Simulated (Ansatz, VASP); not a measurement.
**Two plane-wave programs on Ta3AlN4**

```
Ta Al N
1.0
     3.08082    0.00000    0.00000
     0.00000    3.08082    0.00000
     0.00000    0.00000    8.74526
Ta Al N
3 1 4
Direct
  0.00000 0.00000 0.75557
  0.50000 0.50000 0.00000
  0.00000 0.00000 0.24443
  0.50000 0.50000 0.50000
  0.00000 0.00000 0.00000
  0.50000 0.50000 0.27082
  0.00000 0.00000 0.50000
  0.50000 0.50000 0.72918
```

Alike in both runs: functional PBE; k mesh 12 × 12 × 4; occupations gaussian, width 0.1 eV; no spin polarisation.

Ansatz relaxed the structure, and its values are those at the end. VASP's run is a single point on that final structure, the one shown.

|  | VASP | Ansatz |
| --- | --- | --- |
| version | VASP 6.6.1 | Ansatz 0.2.0 |
| potentials or method | VASP PAW PBE potentials, release 64 (Ta_pv, Al, N), cutoff 520 eV | scalar-relativistic, plane waves, PAW |
| valence electrons in the cell | 56 | 62 |

|  | VASP | Ansatz | Ansatz less VASP |
| --- | --- | --- | --- |
| gap on the k mesh at the Fermi level (eV) | none | none | - |
| pressure (GPa) | 0.6 | 0.0 | -0.58 |
| rms of the force components (eV/Å) | 0.007 | 0.000 | -0.0069 |

A gap of «none» marks a metal or a gap that the smearing closes. VASP's potentials hold 56 valence electrons a cell and Ansatz's 62, so a difference there can come from the potentials and not from the codes.

Neither program's run includes spin-orbit coupling.
